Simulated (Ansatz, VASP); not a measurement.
## BAs in VASP and in Ansatz

Contents of INCAR:

```
SYSTEM = BAs
PREC = Accurate
ENCUT = 520
EDIFF = 1E-6
ISMEAR = 0
SIGMA = 0.01
LREAL = .False.
LASPH = .True.
NELM = 150
ALGO = Normal
ISIF = 2
LWAVE = .False.
LCHARG = .True.
ISPIN = 2
MAGMOM = 0 0
LORBIT = 11
GGA = PE
LELF = .True.
LVHAR = .True.
NBANDS = 15
```

File KPOINTS:

```
regular mesh
0
Gamma
  10 10 10
  0 0 0
```

The input POSCAR:

```
BAs
1.0
    0.0000000000      2.3713072074      2.3713072074
    2.3713072074      0.0000000000      2.3713072074
    2.3713072074      2.3713072074      0.0000000000
B As
1 1
Direct
    0.0000000000      0.0000000000      0.0000000000
    0.7500000000      0.7500000000      0.7500000000
```

Input for Ansatz:

```yaml
crystal:
  lattice:
    - [0.0, 2.3713072074, 2.3713072074]
    - [2.3713072074, 0.0, 2.3713072074]
    - [2.3713072074, 2.3713072074, 0.0]
  atoms:
    - { symbol: B, position: [0.0, 0.0, 0.0] }
    - { symbol: As, position: [0.75, 0.75, 0.75] }
kpoints:
  mp_grid: { grid: [10, 10, 10] }
hamiltonian:
  xc: pbe
scf:
  occupations: { method: fixed }
output:
  forces: true
  eigenvalues: true
  stress: true
magnetization:
  spin_polarized: true
accuracy: medium
```

Alike in both runs: task single point; functional PBE; k mesh 10 × 10 × 10; collinear spin.

```csv
,VASP,Ansatz
version,VASP 6.6.1,Ansatz 0.2.0
potentials or method,"VASP PAW PBE potentials, release 64 (B, As)","scalar-relativistic, plane waves, PAW"
plane-wave cutoff (eV),520,420
occupations,"gaussian, width 0.01 eV",fixed
valence electrons in the cell,8,18
```

Ansatz gave:

```
gap on the k mesh at the Fermi level (eV) : 1.16
pressure (GPa)                            : 6.0
net moment per atom (μB)                  : 0.00
```

**Question.** Estimate VASP's values.

**Answer.** gap on the k mesh at the Fermi level (eV): 1.15; pressure (GPa): 6.8; net moment per atom (μB): 0.00.

VASP's potentials hold 8 valence electrons a cell and Ansatz's 18, so a difference there can come from the potentials and not from the codes. Ansatz's warnings: no starting moments.
